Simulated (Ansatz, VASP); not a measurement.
This is a calculation of MoS2 for Ansatz 0.2.0.

File input.yaml:

```yaml
crystal:
  lattice:
    - [3.248839122, 0.0, 0.0]
    - [-1.624419561, 2.8135772124, 0.0]
    - [0.0, 0.0, 6.3542790981]
  atoms:
    - { symbol: Mo, position: [0.0, 0.0, 0.5] }
    - { symbol: S, position: [0.6666666667, 0.3333333333, 0.74468068] }
    - { symbol: S, position: [0.3333333333, 0.6666666667, 0.25531932] }
hamiltonian:
  xc: revpbe
  pseudopotentials: { kind: paw }
  dispersion: d3bj
kpoints:
  mp_grid: { grid: [9, 9, 4] }
scf:
  occupations: { method: fermi_dirac, width: 0.05 }
output:
  forces: true
  stress: true
  eigenvalues: true
```

Potentials or basis: Ansatz PAW.

Command:

```bash
$ ansatz run input.yaml --threads 2 --pin off --max-ram 5120MiB --backend cpu --events-out ev --progress --plain --runs-dir out
```

Task: Translate it to VASP 6.6.1. Potentials there: VASP PAW PBE potentials, release 64 (Mo_sv, S).

Result: As run (the cutoff follows the program's own potentials):

The input INCAR:

```
SYSTEM = MoS2
PREC = Accurate ; ENCUT = 520
EDIFF = 1E-6 ; ISMEAR = -1
SIGMA = 0.05 ; LREAL = .False.
LASPH = .True. ; NELM = 60
ALGO = Normal ; ISIF = 2
LWAVE = .False. ; LCHARG = .True.
GGA = RE ; IVDW = 12
LELF = .True. ; LVHAR = .True.
NBANDS = 20
```

KPOINTS

```
Automatic mesh
0
Gamma
  9 9 4
  0 0 0
```

The input POSCAR:

```
MoS2
1.0
    3.2488391220      0.0000000000      0.0000000000
   -1.6244195610      2.8135772124      0.0000000000
    0.0000000000      0.0000000000      6.3542790981
Mo S
1 2
Direct
    0.0000000000      0.0000000000      0.5000000000
    0.6666666667      0.3333333333      0.7446806800
    0.3333333333      0.6666666667      0.2553193200
```

Potentials or basis: VASP PAW PBE potentials, release 64 (Mo_sv, S).

Command:

```console
$ cat potpaw_PBE.64/Mo_sv/POTCAR potpaw_PBE.64/S/POTCAR > POTCAR
$ mpirun -np 1 vasp_std > vasp.out
```

Both were run:

|  | VASP | Ansatz | Ansatz less VASP |
| --- | --- | --- | --- |
| gap on the k mesh at the Fermi level (eV) | none | none | - |
| pressure (GPa) | -6.3 | -6.2 | +0.16 |
| traceless stress, the component that is largest in VASP (GPa) | 1.75 | 1.75 | -0.004 |
| rms of the force components (eV/Å) | 0.000 | 0.007 | +0.0064 |

VASP's potentials were made for PBE, not for revPBE. Atom by atom the forces differ by 0.007 eV/Å (rms over components). A gap of «none» marks a metal or a gap that the smearing closes.
